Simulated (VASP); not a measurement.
# NaB4 (Pmmm) in VASP: notebook

Runs on NaB4. Level: PBE. Tasks: single point, relaxation of cell and atoms.

All numbers are computed with VASP 6.6.1; they aren't measurements. Logs are shortened: lines on timing, memory, paths and dates and some standing lists are left out, and cuts for length are marked.

## (1) The cell of the first run

The structure is orthorhombic, space group Pmmm (No. 47). The conventional cell has a = 3.128 Å, b = 4.098 Å, c = 5.532 Å, α = 90.00°, β = 90.00°, γ = 90.00°. Within 3.6 Å of Na (site symmetry mmm) lie 12 B at 2.75 to 3.09 Å and 2 Na at 3.13 Å. B (site symmetry mm2) has 3 B at 1.57 to 1.85 Å within 2.1 Å. Within 2.1 Å of B (site symmetry mm2) lie 2 B at 1.57 Å.

## (2) Single point, PBE

The input, INCAR:

```
SYSTEM = NaB4
ALGO     = Normal         ! electronic algorithm
EDIFF    = 1E-6           ! SCF threshold, eV
ENCUT    = 520            ! plane-wave cutoff, eV
GGA      = PE             ! functional
ISIF     = 2              ! what is computed and relaxed
ISMEAR   = 0              ! smearing method
LASPH    = .TRUE.         ! aspherical terms in the spheres
LCHARG   = .TRUE.         ! write CHGCAR
LELF     = .TRUE.         ! ELF
LREAL    = .FALSE.        ! projectors in reciprocal space
LVHAR    = .TRUE.       
LWAVE    = .FALSE.        ! write WAVECAR
NBANDS   = 18             ! bands
NELM     = 100            ! most SCF steps
PREC     = Accurate       ! precision mode
SIGMA    = 0.1            ! smearing width, eV
```

The input, KPOINTS:

```
k-points
0
G
  12 8 8
  0 0 0
```

The input, POSCAR:

```
NaB4
1.0
    3.1280599115      0.0000000000      0.0000000000
    0.0000000000      4.0980451691      0.0000000000
    0.0000000000      0.0000000000      5.5320253743
Na B
1 4
Direct
    0.5000000000      0.5000000000      0.5000000000
    0.5000000000      0.0000000000      0.1673182942
    0.0000000000      0.0000000000      0.8094927383
    0.0000000000      0.0000000000      0.1905072617
    0.5000000000      0.0000000000      0.8326817058
```

Potentials or basis: VASP PAW PBE potentials, release 64 (Na_pv, B).

Started as:

```sh
$ cat potpaw_PBE.64/Na_pv/POTCAR potpaw_PBE.64/B/POTCAR > POTCAR
$ mpirun -np 1 vasp_std > vasp.out
```

OUTCAR:

```text
SYSTEM = NaB4
   EDIFF = 1E-6
   ENCUT = 520
   GGA = PE
   ISIF = 2
   ISMEAR = 0
   LASPH = .TRUE.
   LREAL = .FALSE.
   NELM = 100
   PREC = Accurate

 ion  position               nearest neighbor table
   1  0.500  0.500  0.500-
   2  0.500  0.000  0.167-   4 1.57   4 1.57   5 1.85
   3  0.000  0.000  0.809-   5 1.57   5 1.57   4 2.11
   4  0.000  0.000  0.191-   2 1.57   2 1.57   3 2.11
   5  0.500  0.000  0.833-   3 1.57   3 1.57   2 1.85

  LATTYP: Found a simple orthorhombic cell.
 ALAT       =     3.1280599115
 B/A-ratio  =     1.3100916495
 C/A-ratio  =     1.7685164386

  Lattice vectors:

 A1 = (   3.1280599115,   0.0000000000,   0.0000000000)
 A2 = (   0.0000000000,   4.0980451691,   0.0000000000)
 A3 = (   0.0000000000,   0.0000000000,   5.5320253743)

Analysis of symmetry for initial positions (statically):
=====================================================================
 Subroutine PRICEL returns:
 Original cell was already a primitive cell.

 Routine SETGRP: Setting up the symmetry group for a
 simple orthorhombic supercell.

 Subroutine GETGRP returns: Found  8 space group operations
 (whereof  8 operations were pure point group operations)
 out of a pool of  8 trial point group operations.

The static configuration has the point symmetry D_2h.

Analysis of symmetry for dynamics (positions and initial velocities):
=====================================================================
 Subroutine PRICEL returns:
 Original cell was already a primitive cell.

 Routine SETGRP: Setting up the symmetry group for a
 simple orthorhombic supercell.

 Subroutine GETGRP returns: Found  8 space group operations
 (whereof  8 operations were pure point group operations)
 out of a pool of  8 trial point group operations.

The dynamic configuration has the point symmetry D_2h.

 Subroutine INISYM returns: Found  8 space group operations
 (whereof  8 operations are pure point group operations),
 and found     1 'primitive' translations

----------------------------------------------------------------------------------------

                                     Primitive cell

  volume of cell :      70.9147

[... 87 lines left out ...]
   ICHARG =      2    charge: 1-file 2-atom 10-const
   ISPIN  =      1    spin polarized calculation?
   LNONCOLLINEAR =      F non collinear calculations
   LSORBIT =      F    spin-orbit coupling
   LASPH  =      T    aspherical Exc in radial PAW
   ENCUT  =  520.0 eV  38.22 Ry    6.18 a.u.   5.82  7.62 10.29*2*pi/ulx,y,z
   NELM   =    100;   NELMIN=  2; NELMDL= -5     # of ELM steps
   EDIFF  = 0.1E-05   stopping-criterion for ELM
   LREAL  =      F    real-space projection
   EDIFFG = 0.1E-04   stopping-criterion for IOM
   NSW    =      0    number of steps for IOM
   IBRION =     -1    ionic relax: 0-MD 1-quasi-New 2-CG
   NFREE  =      0    steps in history (QN), initial steepest desc. (CG)
   ISIF   =      2    stress and relaxation
   ISYM   =      2    0-nonsym 1-usesym 2-fastsym
   POTIM  = 0.5000    time-step for ionic-motion
   TEBEG  =    0.0;   TEEND  =   0.0 temperature during run
   PSTRESS=    0.0 pullay stress
   NELECT =      19.0000    total number of electrons
   NUPDOWN=      -1.0000    fix difference up-down
   EMIN   =  10.00;   EMAX   =-10.00  energy-range for DOS
   EFERMI =   0.00;   METHOD = LEGACY
   ISMEAR =     0;   SIGMA  =   0.10  broadening in eV -4-tet -1-fermi 0-gaus
   EFERMI_NEDOS =   21; number of points for ismear=-14 and -15
   IALGO  =     38    algorithm
   IMIX   =      4    mixing-type and parameters
     AMIX     =   0.40;   BMIX     =  1.00
     AMIX_MAG =   1.60;   BMIX_MAG =  1.00
  volume/ion in A,a.u.               =      14.18        95.71
  Fermi-wavevector in a.u.,A,eV,Ry     =   1.055393  1.994403 15.154897  1.113854
  Thomas-Fermi vector in A             =   2.190589
   LORBIT       =      0    0 simple, 1 ext, 2 COOP (PROOUT), +10 PAW based schemes
   GGA     = PE    functional components
   LHFCALC =     F    Hartree Fock is set to
   AEXX    =    0.0000 exact exchange contribution
   IVDW    =     0    specifies the selected vdW correction
   LEPSILON=     F    determine dielectric tensor
   LRPA    =     F    only Hartree local field effects (RPA)
 non-spin polarized calculation
 Gauss-broadening in eV      SIGMA  =   0.10
  energy-cutoff  :      520.00
  volume of cell :       70.91
 maximum number of plane-waves:      1928
 NGX is ok and might be reduce to    24
   NGX = 11   NGY = 15   NGZ = 21

 number of electron      19.0000004 magnetization

 Free energy of the ion-electron system (eV)
  ---------------------------------------------------
  ext. energy  EPLUGINS =         0.00000000
  ---------------------------------------------------
  free energy    TOTEN  =       -25.32835070 eV

  energy without entropy =      -25.32293444  energy(sigma->0) =      -25.32564257

 E-fermi :   1.5140     XC(G=0):  -8.6678

 val. band max:        1.5139848051   @ k =   0.0833   0.1250   0.0000
 cond. band min:       1.5370370520   @ k =   0.0833   0.0000   0.2500
 fundamental gap:      0.0230522469
 Fermi energy:         1.5140196974

 k-point     1 :       0.0000    0.0000    0.0000
  band No.  band energies     occupation
      1     -22.3270      2.00000
      2     -22.2924      2.00000
      3     -22.2886      2.00000
      4     -10.1586      2.00000
      5      -5.7765      2.00000
      6      -3.3153      2.00000
[... 481 lines left out ...]
      5      -5.3485      2.00000
      6      -3.7368      2.00000
[... 10 lines left out ...]
     17      10.0121      0.00000
     18      10.7139      0.00000

 [... further k-points ...]
[... 5 lines left out ...]
  --------------------------------------------------------------------------------------
  -------------------------------------------------------------------------------------
  Total       -0.0173736     -0.0124991      0.0079281     -0.0000000      0.0000000      0.0000000
  in kB       -0.3925217     -0.2823920      0.1791201     -0.0000000      0.0000000      0.0000000
  external PRESSURE =      -0.1652645 kB  Pullay stress =       0.0000000 kB

 VOLUME and BASIS-vectors are now :
 -----------------------------------------------------------------------------
  energy-cutoff  :      520.00
  volume of cell :       70.91
      direct lattice vectors                 reciprocal lattice vectors
     3.128059911  0.000000000  0.000000000     0.319686972  0.000000000  0.000000000
     0.000000000  4.098045169  0.000000000     0.000000000  0.244018784  0.000000000
     0.000000000  0.000000000  5.532025374     0.000000000  0.000000000  0.180765621

 POSITION                                       TOTAL-FORCE (eV/Angst)
 -----------------------------------------------------------------------------------
      1.56403      2.04902      2.76601        -0.000000      0.000000      0.000000
      1.56403      0.00000      0.92561         0.000000     -0.000000      0.000984
      0.00000      0.00000      4.47813        -0.000000      0.000000     -0.000017
      0.00000      0.00000      1.05389        -0.000000      0.000000      0.000017
      1.56403      0.00000      4.60642        -0.000000     -0.000000     -0.000984
 -----------------------------------------------------------------------------------
    total drift:                                0.000000      0.000000     -0.000000

  FREE ENERGIE OF THE ION-ELECTRON SYSTEM (eV)
  ---------------------------------------------------
  free  energy   TOTEN  =       -25.3283507001 eV

  energy  without entropy=      -25.3229344389  energy(sigma->0) =      -25.32564257
```

Run time: 73 s. Hardware: 1 thread of Intel Xeon 6975P-C (Granite Rapids), shared host; peak memory 0.3 GiB.

Results:

```
Free energy : -25.3284 eV
Pressure    : 0.0 GPa
```

## (3) Relaxation of cell and atoms, PBE

This run uses another cell than the first one, of 13.60 Å³/atom, 0.959 times its volume.

The input, INCAR:

```
PREC     = Accurate       # precision mode
ENCUT    = 600            # plane-wave cutoff, eV
EDIFF    = 1E-6           # SCF threshold, eV
ISMEAR   = 0              # smearing method
SIGMA    = 0.1            # smearing width, eV
LREAL    = F              # projectors in reciprocal space
LASPH    = T              # aspherical terms in the spheres
NELM     = 100            # most SCF steps
ALGO     = Normal         # electronic algorithm
ISIF     = 3              # what is computed and relaxed
LWAVE    = F              # write WAVECAR
LCHARG   = F              # write CHGCAR
GGA      = PE             # functional
IBRION   = 2              # ionic algorithm
NSW      = 100            # ionic steps
EDIFFG   = -0.01          # ionic threshold
```

The input, KPOINTS:

```
Automatic mesh
0
Gamma
  12 8 8
```

The input, POSCAR:

```
NaB4
1.0
    3.0245946892      0.0000000000      0.0000000000
    0.0000000000      4.5327516519      0.0000000000
    0.0000000000      0.0000000000      4.9590658382
Na B
1 4
Direct
    0.5000000000      0.5000000000      0.5000000000
    0.5000000000      0.0000000000      0.1730085543
    0.0000000000      0.0000000000      0.6745357343
    0.0000000000      0.0000000000      0.3254642657
    0.5000000000      0.0000000000      0.8269914457
```

Potentials or basis: VASP PAW PBE potentials, release 64 (Na_pv, B).

Started as:

```sh
$ cat potpaw_PBE.64/Na_pv/POTCAR potpaw_PBE.64/B/POTCAR > POTCAR
$ mpirun -np 1 vasp_std > vasp.out
```

Run time: 30 min. Hardware: 1 thread of Intel Xeon 6975P-C (Granite Rapids), shared host; peak memory 0.35 GiB.

Results (log left out):

```
Free energy                            : -25.3305 eV
Relaxed volume                         : 14.14 Å³/atom
Relaxed cell                           : a = 3.128 Å, b = 4.090 Å, c = 5.528 Å, α = 90.00°, β = 90.00°, γ = 90.00°
Space group after relaxing (to 0.05 Å) : Pmmm (No. 47)
Energy gained by relaxing              : 53.0 meV/atom
Ionic steps                            : 73
Pressure after relaxing                : 0.0 GPa
Largest force after relaxing           : 0.009 eV/Å
```

Forces in eV/Å, atoms in the order of the input:
```
Na   0.000  0.000  0.000
B    0.000  0.000 -0.004
B    0.000  0.000  0.009
B    0.000  0.000 -0.009
B    0.000  0.000  0.004
```

Step by step:
```
step  energy change (eV)  largest force (eV/Å)  pressure (GPa)  volume (Å³)
   1              0.0000                0.1444           -0.16        67.99
   3             -0.0156                0.2159            1.49        67.51
   5             -0.0292                0.1322           -0.22        68.70
   7             -0.0325                0.0863            0.19        68.66
   9             -0.0333                0.1904            0.62        68.62
  11             -0.0348                0.2228            0.65        68.65
  13             -0.0461                0.3531            0.79        68.78
  15             -0.0876                0.1289            1.64        69.30
  17             -0.0988                0.0552            1.01        69.85
  19             -0.1020                0.0483            0.61        70.02
  21             -0.1025                0.1323           -1.65        70.49
  23             -0.1086                0.0503           -0.51        70.14
  25             -0.1110                0.0785            0.21        69.04
  27             -0.1124                0.0776           -0.11        69.16
  29             -0.1127                0.0845           -0.19        68.99
  31             -0.1137                0.0672            0.24        68.62
  33             -0.1137                0.0613            0.39        68.50
  35             -0.1157                0.0572            0.29        68.50
  37             -0.1218                0.0768           -0.10        68.49
  39             -0.1271                0.1148           -0.58        68.43
  41             -0.1279                0.1184           -0.58        68.42
  43             -0.1311                0.1367           -0.58        68.41
  45             -0.1395                0.2828           -0.64        68.32
  47             -0.1643                0.3743            0.00        68.18
  49             -0.1695                0.4686            0.48        68.08
  51             -0.2173                0.2215            1.57        68.17
  53             -0.2325                0.1240            2.79        68.24
  55             -0.2537                0.1951            0.37        70.01
  57             -0.2558                0.1989            0.13        70.36
  59             -0.2618                0.0449            0.17        71.77
  61             -0.2628                0.0225           -0.40        71.82
  63             -0.2633                0.0165           -0.08        71.62
  65             -0.2634                0.0352            0.11        71.44
  67             -0.2640                0.0472            0.00        71.27
  69             -0.2646                0.0568            0.01        70.96
  71             -0.2651                0.0147            0.19        70.68
  73             -0.2652                0.0092            0.03        70.72
```

Final structure:
```
Na B
1.0
     3.12785    0.00000    0.00000
     0.00000    4.08996    0.00000
     0.00000    0.00000    5.52848
Na B
1 4
Direct
  0.50000 0.50000 0.50000
  0.50000 0.00000 0.16731
  0.00000 0.00000 0.80913
  0.00000 0.00000 0.19087
  0.50000 0.00000 0.83269
```

Levels at points of the mesh, in eV from the Fermi level:
| k point | band 8 | band 9 | band 10 | band 11 | band 12 | band 13 |
| --- | --- | --- | --- | --- | --- | --- |
| (0.00, 0.00, 0.00) | -2.72 | -2.15 | 0.11 | 3.49 | 3.71 | 5.18 |
| (0.50, 0.00, 0.00) | -1.38 | -1.13 | 0.78 | 0.98 | 3.51 | 3.87 |
| (0.00, 0.50, 0.00) | -4.31 | -2.12 | -1.11 | 3.67 | 3.85 | 5.25 |
| (0.50, 0.50, 0.00) | -1.11 | -0.81 | -0.71 | -0.62 | 2.19 | 2.73 |
| (0.00, 0.00, 0.50) | -2.58 | -2.23 | -0.26 | 1.66 | 3.73 | 4.58 |
| (0.50, 0.00, 0.50) | -0.14 | 0.75 | 0.86 | 1.23 | 2.96 | 3.62 |
| (0.00, 0.50, 0.50) | -2.89 | -2.21 | -2.13 | 2.36 | 3.90 | 5.81 |
| (0.50, 0.50, 0.50) | -0.43 | -0.23 | -0.09 | 0.94 | 1.22 | 1.99 |
